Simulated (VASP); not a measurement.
Input of a VASP 6.6.1 run:

Contents of INCAR:

```
PREC = Accurate ; ENCUT = 520
EDIFF = 1E-7 ; ISMEAR = 0
SIGMA = 0.15 ; LREAL = False
LASPH = True ; NELM = 150
ALGO = Fast ; ISIF = 2
LWAVE = False ; LCHARG = False
ISPIN = 2 ; MAGMOM = 0.25 0.25
LORBIT = 11 ; NUPDOWN = 0.5
LMAXMIX = 4 ; NBANDS = 21
```

KPOINTS

```
Automatic mesh
0
Gamma
  21 21 10
```

POSCAR

```
Pt
1.0
    2.8250521638      0.0000000000      0.0000000000
   -1.4125260819      2.4465669409      0.0000000000
    0.0000000000      0.0000000000      4.8781199007
Pt
2
Direct
    0.6666666667      0.3333333333      0.7500000000
    0.3333333333      0.6666666667      0.2500000000
```

Potentials or basis: VASP PAW LDA potentials, release 64 (Pt).

Run with:

```bash
$ cat potpaw_LDA.64/Pt/POTCAR > POTCAR
$ mpirun -np 1 vasp_std > vasp.out
```

Q: Estimate the pressure.

A: -26.4 GPa.

Stress tensor (GPa, compression positive):
```
-26.94   0.00   0.00
  0.00 -26.94   0.00
  0.00   0.00 -25.29
```

Caveat: the cell stands under tension; the total moment is fixed, so each spin has its own Fermi level.
